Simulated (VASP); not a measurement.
Here is a VASP 6.6.1 calculation.

File INCAR:

```
SYSTEM = AlNi
PREC = Accurate ; ENCUT = 520
EDIFF = 1E-6 ; ISMEAR = 0
SIGMA = 0.1 ; LREAL = .False.
LASPH = .True. ; NELM = 60
ALGO = Fast ; ISIF = 2
LWAVE = .False. ; LCHARG = .True.
GGA = PS ; LELF = .True.
LVHAR = .True. ; NBANDS = 14
```

Contents of KPOINTS:

```
regular mesh
0
Gamma
  18 18 18
  0 0 0
```

The input POSCAR:

```
AlNi
1.0
    2.8118435204      0.0000000000      0.0000000000
    0.0000000000      2.8118435204      0.0000000000
    0.0000000000      0.0000000000      2.9911569884
Al Ni
1 1
Direct
    0.5000000000      0.5000000000      0.5000000000
    0.0000000000      0.0000000000      0.0000000000
```

Potentials or basis: VASP PAW PBE potentials, release 64 (Al, Ni).

Run with:

```bash
$ cat potpaw_PBE.64/Al/POTCAR potpaw_PBE.64/Ni/POTCAR > POTCAR
$ mpirun -np 1 vasp_std > vasp.out
```

Predict the band gap on the k mesh.

zero (an odd number of electrons rules out a gap without spin polarisation).

What does it give for the pressure?

-1.1 GPa.

Stress tensor (GPa, compression positive):
```
 0.18  0.00  0.00
 0.00  0.18  0.00
 0.00  0.00 -3.77
```

Caveat: the cell differs from its parent crystal (uniaxial strain along c: +4.5 %, then relaxed in part); the PAW data sets were made with another functional, which shifts forces and pressure a little. Spin polarisation is off, so any magnetic state and its effect on volume and gap are missing.
